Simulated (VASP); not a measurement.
# Sc (Fm-3m) in VASP: further runs

The runs below take Sc through single point, relaxation of cell and atoms, with PBE+U, PBEsol+D4, PBE.

Program: VASP 6.6.1. These are calculated values, not measurements. Logs are shortened: lines on timing, memory, paths and dates and some standing lists are left out, and cuts for length are marked.

## 1. The cell of the first run

The structure is cubic, space group Fm-3m (No. 225). The conventional cell has a = 4.654 Å, b = 4.654 Å, c = 4.654 Å, α = 90.00°, β = 90.00°, γ = 90.00°. Within 4.3 Å of Sc (site symmetry m-3m) lie 12 Sc at 3.29 Å.

## 2. Single point, PBE+U

INCAR reads:

```
PREC = Accurate
ENCUT = 520
EDIFF = 1E-6
ISMEAR = 0
SIGMA = 0.1
LREAL = False
LASPH = True
NELM = 150
ALGO = Fast
ISIF = 2
LWAVE = False
LCHARG = False
LMAXMIX = 4
LDAU = True
LDAUTYPE = 2
LDAUL = 2
LDAUU = 2.1
LDAUJ = 0
LDAUPRINT = 1
GGA = PE
NBANDS = 12
```

KPOINTS reads:

```
regular mesh
0
Gamma
  8 8 8
```

POSCAR reads:

```
Sc
1.0
    0.0000000000      2.3268462047      2.3268462047
    2.3268462047      0.0000000000      2.3268462047
    2.3268462047      2.3268462047      0.0000000000
Sc
1
Direct
    0.0000000000      0.0000000000      0.0000000000
```

Potentials or basis: VASP PAW PBE potentials, release 64 (Sc_sv).

Command:

```sh
> cat potpaw_PBE.64/Sc_sv/POTCAR > POTCAR
> mpirun -np 1 vasp_std > vasp.out
```

OUTCAR:

```text
PREC = Accurate
   ENCUT = 520
   EDIFF = 1E-6
   ISMEAR = 0
   LREAL = False
   LASPH = True
   NELM = 150
   ISIF = 2
   GGA = PE

 ion  position               nearest neighbor table
   1  0.000  0.000  0.000-

  LATTYP: Found a face centered cubic cell.
 ALAT       =     4.6536924094

  Lattice vectors:

 A1 = (   0.0000000000,   2.3268462047,   2.3268462047)
 A2 = (   2.3268462047,   0.0000000000,   2.3268462047)
 A3 = (   2.3268462047,   2.3268462047,   0.0000000000)

Analysis of symmetry for initial positions (statically):
=====================================================================
 Subroutine PRICEL returns:
 Original cell was already a primitive cell.

 Routine SETGRP: Setting up the symmetry group for a
 face centered cubic supercell.

 Subroutine GETGRP returns: Found 48 space group operations
 (whereof 48 operations were pure point group operations)
 out of a pool of 48 trial point group operations.

The static configuration has the point symmetry O_h .

Analysis of symmetry for dynamics (positions and initial velocities):
=====================================================================
 Subroutine PRICEL returns:
 Original cell was already a primitive cell.

 Routine SETGRP: Setting up the symmetry group for a
 face centered cubic supercell.

 Subroutine GETGRP returns: Found 48 space group operations
 (whereof 48 operations were pure point group operations)
 out of a pool of 48 trial point group operations.

The dynamic configuration has the point symmetry O_h .

 Subroutine INISYM returns: Found 48 space group operations
 (whereof 48 operations are pure point group operations),
 and found     1 'primitive' translations

----------------------------------------------------------------------------------------

                                     Primitive cell

  volume of cell :      25.1961

  direct lattice vectors                    reciprocal lattice vectors
     0.000000000  2.326846205  2.326846205    -0.214883132  0.214883132  0.214883132
     2.326846205  0.000000000  2.326846205     0.214883132 -0.214883132  0.214883132
     2.326846205  2.326846205  0.000000000     0.214883132  0.214883132 -0.214883132

  length of vectors
     3.290657460  3.290657460  3.290657460     0.372188502  0.372188502  0.372188502

  position of ions in fractional coordinates (direct lattice)
     0.000000000  0.000000000  0.000000000

  ion indices of the primitive-cell ions
   primitive index   ion index
                 1           1

----------------------------------------------------------------------------------------

 KPOINTS: regular mesh

Automatic generation of k-mesh.
 Grid dimensions read from file:
 generate k-points for:    8    8    8

 Generating k-lattice:

  Cartesian coordinates                     Fractional coordinates (reciprocal lattice)
    -0.026860391  0.026860391  0.026860391     0.125000000  0.000000000  0.000000000
     0.026860391 -0.026860391  0.026860391     0.000000000  0.125000000  0.000000000
     0.026860391  0.026860391 -0.026860391     0.000000000  0.000000000  0.125000000

  Length of vectors
     0.046523563  0.046523563  0.046523563

  Shift w.r.t. Gamma in fractional coordinates (k-lattice)
     0.000000000  0.000000000  0.000000000

 Subroutine IBZKPT returns following result:
 ===========================================

 Found     29 irreducible k-points:

 Following reciprocal coordinates:
            Coordinates               Weight
  0.000000  0.000000  0.000000      1.000000
  0.125000  0.000000  0.000000      8.000000
  0.250000  0.000000  0.000000      8.000000
  0.375000  0.000000  0.000000      8.000000
  0.500000  0.000000  0.000000      4.000000
  0.125000  0.125000  0.000000      6.000000
[... 36 lines left out ...]
   NELM   =    150;   NELMIN=  2; NELMDL= -5     # of ELM steps
   EDIFF  = 0.1E-05   stopping-criterion for ELM
   LREAL  =      F    real-space projection
   EDIFFG = 0.1E-04   stopping-criterion for IOM
   NSW    =      0    number of steps for IOM
   IBRION =     -1    ionic relax: 0-MD 1-quasi-New 2-CG
   NFREE  =      0    steps in history (QN), initial steepest desc. (CG)
   ISIF   =      2    stress and relaxation
   ISYM   =      2    0-nonsym 1-usesym 2-fastsym
   POTIM  = 0.5000    time-step for ionic-motion
   TEBEG  =    0.0;   TEEND  =   0.0 temperature during run
   PSTRESS=    0.0 pullay stress
   NELECT =      11.0000    total number of electrons
   NUPDOWN=      -1.0000    fix difference up-down
   EMIN   =  10.00;   EMAX   =-10.00  energy-range for DOS
   EFERMI =   0.00;   METHOD = LEGACY
   ISMEAR =     0;   SIGMA  =   0.10  broadening in eV -4-tet -1-fermi 0-gaus
   EFERMI_NEDOS =   21; number of points for ismear=-14 and -15
   IALGO  =     68    algorithm
   IMIX   =      4    mixing-type and parameters
     AMIX     =   0.40;   BMIX     =  1.00
     AMIX_MAG =   1.60;   BMIX_MAG =  1.00
  volume/ion in A,a.u.               =      25.20       170.03
  Fermi-wavevector in a.u.,A,eV,Ry     =   1.241923  2.346894 20.985259  1.542373
  Thomas-Fermi vector in A             =   2.376300
   LORBIT       =      0    0 simple, 1 ext, 2 COOP (PROOUT), +10 PAW based schemes
 LDA+U is selected, type is set to LDAUTYPE =  2
   angular momentum for each species LDAUL =     2
   U (eV)           for each species LDAUU =   2.1
   J (eV)           for each species LDAUJ =   0.0
   GGA     = PE    functional components
   LHFCALC =     F    Hartree Fock is set to
   AEXX    =    0.0000 exact exchange contribution
   IVDW    =     0    specifies the selected vdW correction
   LEPSILON=     F    determine dielectric tensor
   LRPA    =     F    only Hartree local field effects (RPA)
 non-spin polarized calculation
 RMM-DIIS sequential band-by-band and
 Gauss-broadening in eV      SIGMA  =   0.10
  energy-cutoff  :      520.00
  volume of cell :       25.20
 maximum number of plane-waves:       700
   NGX = 13   NGY = 13   NGZ = 13

atom =   1  type =  1  l = 2

 onsite density matrix

spin component  1

  0.0931  0.0000 -0.0000 -0.0000 -0.0000
  0.0000  0.0931  0.0000 -0.0000 -0.0000
 -0.0000  0.0000  0.0753  0.0000 -0.0000
 -0.0000 -0.0000  0.0000  0.0931 -0.0000
 -0.0000 -0.0000 -0.0000 -0.0000  0.0753

spin component  2

  0.0931  0.0000 -0.0000 -0.0000 -0.0000
  0.0000  0.0931  0.0000 -0.0000 -0.0000
 -0.0000  0.0000  0.0753  0.0000 -0.0000
 -0.0000 -0.0000  0.0000  0.0931 -0.0000
 -0.0000 -0.0000 -0.0000 -0.0000  0.0753

 occupancies and eigenvectors

  o =  0.0753  v =  0.0000  0.0000 -0.0005  0.0000 -1.0000  0.0000  0.0000  0.0000  0.0000  0.0000      0.0000  0.0000  0.0000  0.0000  0.0000  0.0000  0.0000  0.0000  0.0000  0.0000
  o =  0.0753  v =  0.0000  0.0000  0.0000  0.0000  0.0000  0.0000  0.0000 -0.0005  0.0000 -1.0000      0.0000  0.0000  0.0000  0.0000  0.0000  0.0000  0.0000  0.0000  0.0000  0.0000
  o =  0.0753  v =  0.0000  0.0000  1.0000  0.0000 -0.0005  0.0000  0.0000  0.0000  0.0000  0.0000      0.0000  0.0000  0.0000  0.0000  0.0000  0.0000  0.0000  0.0000  0.0000  0.0000
  o =  0.0753  v =  0.0000  0.0000  0.0000  0.0000  0.0000  0.0000  0.0000  1.0000  0.0000 -0.0005      0.0000  0.0000  0.0000  0.0000  0.0000  0.0000  0.0000  0.0000  0.0000  0.0000
  o =  0.0931  v =  0.0000  0.0000  0.0000  0.0000  0.0000  0.0000 -0.1955  0.0000 -0.9807 -0.0000      0.0000  0.0000  0.0000  0.0000  0.0000  0.0000  0.0000  0.0000  0.0000  0.0000
  o =  0.0931  v =  0.0000 -0.1955  0.0000 -0.9807 -0.0000  0.0000  0.0000  0.0000  0.0000  0.0000      0.0000  0.0000  0.0000  0.0000  0.0000  0.0000  0.0000  0.0000  0.0000  0.0000
  o =  0.0931  v =  0.0000  0.0000  0.0000  0.0000  0.0000  0.0000  0.9807 -0.0000 -0.1955  0.0000      0.0000  0.0000  0.0000  0.0000  0.0000  0.0000  0.0000  0.0000  0.0000  0.0000
  o =  0.0931  v =  0.0000  0.9807 -0.0000 -0.1955  0.0000  0.0000  0.0000  0.0000  0.0000  0.0000      0.0000  0.0000  0.0000  0.0000  0.0000  0.0000  0.0000  0.0000  0.0000  0.0000
  o =  0.0931  v =  0.0000  0.0000  0.0000  0.0000  0.0000  1.0000  0.0000  0.0000  0.0000  0.0000      0.0000  0.0000  0.0000  0.0000  0.0000  0.0000  0.0000  0.0000  0.0000  0.0000
  o =  0.0931  v =  1.0000  0.0000  0.0000  0.0000  0.0000  0.0000  0.0000  0.0000  0.0000  0.0000      0.0000  0.0000  0.0000  0.0000  0.0000  0.0000  0.0000  0.0000  0.0000  0.0000

 number of electron      11.0000003 magnetization

 Free energy of the ion-electron system (eV)
  ---------------------------------------------------
  ext. energy  EPLUGINS =         0.00000000
  ---------------------------------------------------
  free energy    TOTEN  =        -5.31497917 eV

  energy without entropy =       -5.30604970  energy(sigma->0) =       -5.31051444

 E-fermi :   3.9175     XC(G=0):  -9.8382

 val. band max:        3.8913535706   @ k =  -0.3750   0.1250   0.0000
 cond. band min:       3.9834930957   @ k =   0.5000   0.2500   0.1250
 fundamental gap:      0.0921395250
 Fermi energy:         3.9175121375

 k-point     1 :       0.0000    0.0000    0.0000
  band No.  band energies     occupation
      1     -46.2822      2.00000
      2     -24.6851      2.00000
      3     -24.6851      2.00000
      4     -24.6851      2.00000
      5      -1.5570      2.00000
      6       5.6298      0.00000
      7       5.6298      0.00000
      8       5.6298      0.00000
      9       7.0271      0.00000
     10       7.0271      0.00000
     11      15.9949      0.00000
     12      19.2964      0.00000
[... 331 lines left out ...]
 k-point    24 :      -0.3750    0.2500    0.1250
  band No.  band energies     occupation
      1     -46.2214      2.00000
      2     -24.9894      2.00000
      3     -24.8242      2.00000
      4     -24.7614      2.00000
      5       2.9476      2.00000
      6       3.4767      2.00000
      7       4.8026      0.00000
      8       6.1617      0.00000
      9       7.7233      0.00000
     10       8.8340      0.00000
     11      10.1842      0.00000
     12      14.7005      0.00000

 [... further k-points ...]

------------------------ aborting loop because EDIFF is reached ----------------------------------------

  FORCE on cell =-STRESS in cart. coord.  units (eV):
  Direction    XX          YY          ZZ          XY          YZ          ZX
  --------------------------------------------------------------------------------------
  -------------------------------------------------------------------------------------
  Total        0.4465424      0.4465424      0.4465424     -0.0000000     -0.0000000      0.0000000
  in kB       28.3948941     28.3948941     28.3948941     -0.0000000     -0.0000000      0.0000000
  external PRESSURE =      28.3948941 kB  Pullay stress =       0.0000000 kB

 VOLUME and BASIS-vectors are now :
 -----------------------------------------------------------------------------
  energy-cutoff  :      520.00
  volume of cell :       25.20
      direct lattice vectors                 reciprocal lattice vectors
     0.000000000  2.326846205  2.326846205    -0.214883132  0.214883132  0.214883132
     2.326846205  0.000000000  2.326846205     0.214883132 -0.214883132  0.214883132
     2.326846205  2.326846205  0.000000000     0.214883132  0.214883132 -0.214883132

 POSITION                                       TOTAL-FORCE (eV/Angst)
 -----------------------------------------------------------------------------------
      0.00000      0.00000      0.00000        -0.000000     -0.000000     -0.000000
 -----------------------------------------------------------------------------------
    total drift:                               -0.000000      0.000000     -0.000000

  FREE ENERGIE OF THE ION-ELECTRON SYSTEM (eV)
  ---------------------------------------------------
  free  energy   TOTEN  =        -5.3149791741 eV

  energy  without entropy=       -5.3060496963  energy(sigma->0) =       -5.31051444
```

Run time: 12 s. Hardware: 1 thread of AMD EPYC 7R43 (Zen 3), shared host; peak memory 0.1 GiB.

Results:

- Free energy: -5.3150 eV
- Pressure: 2.8 GPa

Levels at points of the mesh, in eV from the Fermi level:
```csv
k point,band 3,band 4,band 5,band 6,band 7,band 8
"(0.00, 0.00, 0.00)",-28.60,-28.60,-5.47,1.71,1.71,1.71
"(0.50, 0.00, 0.00)",-28.65,-28.65,-1.83,-0.14,1.62,1.62
"(0.50, 0.50, 0.00)",-28.73,-28.73,-1.46,-0.49,1.49,3.98
```

Eigenvalues of the final occupation matrices:
```csv
site,spin,trace,eigenvalues
site 1 d,1,0.43,0.08 0.08 0.09 0.09 0.09
site 1 d,2,0.43,0.08 0.08 0.09 0.09 0.09
```

Caveat: U without spin polarisation on a metal has little footing; the U is typed as a test and isn't derived for this compound.

[end of part 1 of 2]
